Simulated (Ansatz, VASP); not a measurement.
## AlN in VASP and in Ansatz

File POSCAR:

```
AlN
1.0
    0.0000000000      1.8094407174      1.8094407174
    1.8094407174      0.0000000000      1.8094407174
    1.8094407174      1.8094407174      0.0000000000
Al N
1 1
Direct
    0.0000000000      0.0000000000      0.0000000000
    0.5000000000      0.5000000000      0.5000000000
```

File INCAR.step1:

```
SYSTEM = AlN
PREC = Accurate
ENCUT = 520
ISMEAR = -1
SIGMA = 0.05
LREAL = .False.
LASPH = .True.
NELM = 80
NBANDS = 11
GGA = PE
ALGO = Normal
EDIFF = 1E-4
LWAVE = .True.
LCHARG = .False.
```

Contents of INCAR.step2:

```
SYSTEM = AlN
PREC = Accurate
ENCUT = 520
EDIFF = 1E-7
ISMEAR = -1
SIGMA = 0.05
LREAL = .False.
LASPH = .True.
NELM = 80
ALGO = Normal
ISIF = 2
LWAVE = .False.
LCHARG = .False.
METAGGA = R2SCAN
LMIXTAU = .True.
NBANDS = 11
ISTART = 1
```

Contents of KPOINTS:

```
Automatic mesh
0
Gamma
  15 15 15
  0 0 0
```

Input for Ansatz:

```yaml
crystal:
  lattice:
    - [0.0, 1.8094407174, 1.8094407174]
    - [1.8094407174, 0.0, 1.8094407174]
    - [1.8094407174, 1.8094407174, 0.0]
  atoms:
    - { symbol: Al, position: [0.0, 0.0, 0.0] }
    - { symbol: "N", position: [0.5, 0.5, 0.5] }
kpoints:
  mp_grid: { grid: [15, 15, 15] }
scf:
  occupations: { method: fermi_dirac, width: 0.05 }
hamiltonian:
  xc: r2scan
  pseudopotentials: { kind: paw }
output:
  forces: true
  stress: true
  eigenvalues: true
  populations: true
  write_density: true
  write_potential: true
  elf: true
  volumetric_format: npy
```

Change from the starting cell: volume scaled by 0.72, PAW files.

Alike in both runs: task single point; functional r2SCAN; k mesh 15 × 15 × 15; occupations fermi-dirac, width 0.05 eV; no spin polarisation.

|  | VASP | Ansatz |
| --- | --- | --- |
| version | VASP 6.6.1 | Ansatz 0.2.0 |
| potentials or method | VASP PAW PBE potentials, release 64 (Al, N) | PAW with Ansatz's default frozen-core files, scalar-relativistic |
| plane-wave cutoff (eV) | 520 | 500 |
| valence electrons in the cell | 8 | 8 |

|  | VASP | Ansatz | Ansatz less VASP |
| --- | --- | --- | --- |
| gap on the k mesh at the Fermi level (eV) | 5.20 | 5.26 | +0.054 |
| pressure (GPa) | 171.4 | 170.1 | -1.22 |

VASP's potentials were made for PBE, not for r2SCAN. Both programs put the cell under a high pressure, so it lies far from rest at this level. With one functional, cell and mesh, what is left measures potentials, basis and numerics.

Noted on VASP's run: the cell as given lies far from equilibrium.
